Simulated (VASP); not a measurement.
Set up this calculation in VASP 6.6.1, as the native input.

| Item | Value |
| --- | --- |
| Task | single point |
| Functional | LDA |
| Potentials or basis | VASP PAW LDA potentials, release 64 (Ga_d) |
| Cutoff | 520 eV |
| k mesh | 10 × 10 × 10 |
| Occupations | fermi-dirac, width 0.05 eV |
| Spin | no spin polarisation |
| Dipole correction | no |
| Further INCAR settings | ALGO = Fast; EDIFF = 1e-06; NBANDS = 12 |

The structure of Ga lies in POSCAR:

```
Ga
1.0
    2.7164800000      0.0000000000      0.0000000000
    0.0000000000      2.7164800000      0.0000000000
    0.0000000000      0.0000000000      2.7164800000
Ga
1
Direct
    0.0000000000      0.0000000000      0.0000000000
```

One way to write it, as run:

INCAR

```
PREC     = Accurate       # precision mode
ENCUT    = 520            # plane-wave cutoff, eV
EDIFF    = 1E-6           # SCF threshold, eV
ISMEAR   = -1             # smearing method
SIGMA    = 0.05           # smearing width, eV
LREAL    = False          # projectors in reciprocal space
LASPH    = True           # aspherical terms in the spheres
NELM     = 100            # most SCF steps
ALGO     = Fast           # electronic algorithm
ISIF     = 2              # what is computed and relaxed
LWAVE    = False          # write WAVECAR
LCHARG   = False          # write CHGCAR
GGA      = CA             # functional
NBANDS   = 12             # bands
```

KPOINTS

```
regular mesh
0
Gamma
  10 10 10
```

Potentials or basis: VASP PAW LDA potentials, release 64 (Ga_d).

Launch:

```console
$ cat potpaw_LDA.64/Ga_d/POTCAR > POTCAR
$ mpirun -np 1 vasp_std > vasp.out
```

It gave:

The pressure is -4.5 GPa.

Run time: 3.7 s on 1 thread of Intel(R) Xeon(R) 6975P-C (Granite Rapids), with other jobs on the host, peak memory 0.12 GiB.
